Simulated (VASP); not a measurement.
**ZrF3: single point with PBE**

The system is ZrF3.

```
Zr F
1.0
     5.14765    0.00000    0.00000
    -2.57382    4.45800    0.00000
    -2.57382    1.48600    4.61627
Zr F
2 6
Direct
  0.00000 0.00000 0.00000
  0.50000 0.50000 0.50000
  0.85230 0.35230 0.75000
  0.64770 0.75000 0.75000
  0.25000 0.14770 0.75000
  0.14770 0.64770 0.25000
  0.35230 0.25000 0.25000
  0.75000 0.85230 0.25000
```

- Program: VASP 6.6.1
- Task: single point
- Functional: PBE
- Potentials or basis: VASP PAW PBE potentials, release 64 (Zr_sv, F)
- Cutoff: 520 eV
- k mesh: 8 × 8 × 8
- Occupations: gaussian, width 0.0765 eV
- Spin: no spin polarisation

- Pressure: 43.0 GPa
- Largest force: 1.449 eV/Å
- Band gap on the k mesh: zero (bands 33 and 34 overlap by 1.11 eV)

Forces on the atoms (eV/Å):
```
Zr   0.000  0.000  0.000
Zr   0.000  0.000  0.000
F    0.725  1.255  0.000
F   -1.449  0.000  0.000
F    0.725 -1.255  0.000
F   -0.725 -1.255  0.000
F    1.449  0.000  0.000
F   -0.725  1.255  0.000
```

Stress tensor (GPa, compression positive):
```
41.16  0.00  0.00
 0.00 41.16  0.00
 0.00  0.00 46.71
```

Levels at points of the mesh, in eV from the Fermi level:
```csv
k point,band 31,band 32,band 33,band 34,band 35,band 36
"(0.00, 0.00, 0.00)",-9.14,-9.14,-0.45,-0.45,-0.40,-0.20
"(0.50, 0.00, 0.00)",-9.23,-9.23,0.52,0.52,0.61,0.61
"(0.50, 0.50, 0.00)",-9.25,-9.10,-0.42,0.02,0.49,0.54
"(0.00, 0.00, 0.50)",-9.28,-9.28,0.67,0.67,0.67,0.67
```

Wall time 4.8 min on 1 thread of Intel(R) Xeon(R) Platinum 8259CL CPU @ 2.50GHz (Skylake/Cascade Lake), on a shared host, peak memory 0.38 GiB.

Caveat: the cell stands under pressure; forces of over 1 eV/Å act on the atoms, so gaps and moduli don't describe the material at rest.
